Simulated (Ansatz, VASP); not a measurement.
PbS: VASP beside Ansatz

File INCAR:

```
PREC = Accurate
ENCUT = 520
EDIFF = 1E-6
ISMEAR = -1
SIGMA = 0.0631
LREAL = False
LASPH = True
NELM = 100
ALGO = Normal
ISIF = 2
LWAVE = False
LCHARG = False
GGA = PE
NBANDS = 17
```

KPOINTS

```
regular mesh
0
Gamma
  7 7 7
```

The input POSCAR:

```
PbS
1.0
    0.0000000000      2.9789740000      2.9789740000
    2.9789740000      0.0000000000      2.9789740000
    2.9789740000      2.9789740000      0.0000000000
Pb S
1 1
Direct
    0.0000000000      0.0000000000      0.0000000000
    0.5000000000      0.5000000000      0.5000000000
```

Input for Ansatz:

```yaml
crystal:
  lattice:
    - [0.0, 2.978974, 2.978974]
    - [2.978974, 0.0, 2.978974]
    - [2.978974, 2.978974, 0.0]
  atoms:
    - { symbol: Pb, position: [0.0, 0.0, 0.0] }
    - { symbol: S, position: [0.5, 0.5, 0.5] }
  symmetry: { tolerance: 0.0003 }
kpoints:
  mp_grid: { grid: [7, 7, 7], shift: [0, 0, 0] }
  band_path:
    path:
      - [0.0, 0.0, 0.0]
      - [0.5, 0.0, 0.5]
      - [0.625, 0.25, 0.625]
      - [0.375, 0.375, 0.75]
      - [0.0, 0.0, 0.0]
      - [0.5, 0.5, 0.5]
      - [0.5, 0.25, 0.75]
      - [0.5, 0.0, 0.5]
    npoints: 8
magnetization:
  spin_polarized: false
scf:
  occupations: { method: fermi_dirac, width: 0.0631 }
  lower_state_search: "off"
  max_iter: 200
hamiltonian:
  pseudopotentials: { kind: paw }
  xc: pbe
basis:
  ecutwfc: 420
  fft_grid_basis: typed
output:
  forces: true
  stress: true
  eigenvalues: true
  bader: true
  populations: true
  elf: true
  write_potential: true
  volumetric_format: npy
  dos:
    e_range: [-12, 8]
    de: 0.05
    projected: { site_lists: { Pb: [Pb], S: [S] } }
checkpoint:
  read: saved_state
```

Alike in both runs: task single point; functional PBE; k mesh 7 × 7 × 7; occupations fermi-dirac, width 0.0631 eV; no spin polarisation.

|  | VASP | Ansatz |
| --- | --- | --- |
| version | VASP 6.6.1 | Ansatz 0.2.0 |
| potentials or method | VASP PAW PBE potentials, release 64 (Pb_d, S), cutoff 520 eV | PAW plane waves |
| valence electrons in the cell | 20 | 20 |

|  | VASP | Ansatz | Ansatz less VASP |
| --- | --- | --- | --- |
| pressure (GPa) | 1.3 | 1.4 | +0.09 |

Spin-orbit coupling is off throughout.
